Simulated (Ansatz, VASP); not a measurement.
Re: VASP beside Ansatz

```
CELL_PARAMETERS angstrom
2.77489 0.00000 0.00000
-1.38744 2.40312 0.00000
0.00000 0.00000 4.48413
ATOMIC_POSITIONS crystal
Re 0.33333 0.66667 0.25000
Re 0.66667 0.33333 0.75000
```

Alike in both runs: task relaxation of cell and atoms; functional PBEsol; k mesh 18 × 18 × 10; occupations gaussian, width 0.1 eV; no spin polarisation.

|  | VASP | Ansatz |
| --- | --- | --- |
| version | VASP 6.6.1 | Ansatz 0.2.0 |
| potentials or method | VASP PAW PBE potentials, release 64 (Re), cutoff 600 eV | scalar-relativistic, plane waves, PAW |
| valence electrons in the cell | 14 | 30 |

```tsv
	VASP	Ansatz	Ansatz less VASP
gap on the k mesh at the Fermi level, each at its own relaxed structure (eV)	none	none	-
relaxed volume (Å³/atom)	14.56	14.55	-0.005
relaxed cell length with the largest relative difference (Å)	2.751	2.750	-0.0004
```

VASP's potentials were made for PBE, not for PBEsol. A gap of «none» marks a metal or a gap that the smearing closes. VASP's potentials hold 14 valence electrons a cell and Ansatz's 30, so a difference there can come from the potentials and not from the codes.

Neither program's run includes spin-orbit coupling.
